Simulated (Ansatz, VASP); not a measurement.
**Li2ClF: VASP beside Ansatz**

```
CELL_PARAMETERS angstrom
1.62506 0.93823 5.20375
-1.62506 0.93823 5.20375
0.00000 -1.87646 5.20375
ATOMIC_POSITIONS crystal
F 0.00000 0.00000 0.00000
Cl 0.50000 0.50000 0.50000
Li 0.26373 0.26373 0.26373
Li 0.73627 0.73627 0.73627
```

Change from the starting cell: hydrostatic strain -1.1%.

Alike in both runs: task single point; functional PBE; k mesh 10 × 10 × 10; occupations fermi-dirac, width 0.02 eV; no spin polarisation.

|  | VASP | Ansatz |
| --- | --- | --- |
| version | VASP 6.6.1 | Ansatz 0.2.0 |
| potentials or method | VASP PAW PBE potentials, release 64 (F, Cl, Li_sv) | plane waves, PAW |
| plane-wave cutoff (eV) | 520 | 420 |
| valence electrons in the cell | 20 | 20 |

VASP gave:

* gap on the k mesh at the Fermi level (eV): 4.92
* rms of the force components (eV/Å): 0.008

Task: Estimate Ansatz's values.

Result: gap on the k mesh at the Fermi level (eV): 4.90; rms of the force components (eV/Å): 0.009.

Atom by atom the forces differ by 0.001 eV/Å (rms over components).

Noted on VASP's run: the cutoff is short for stress, so the pressure is rough.
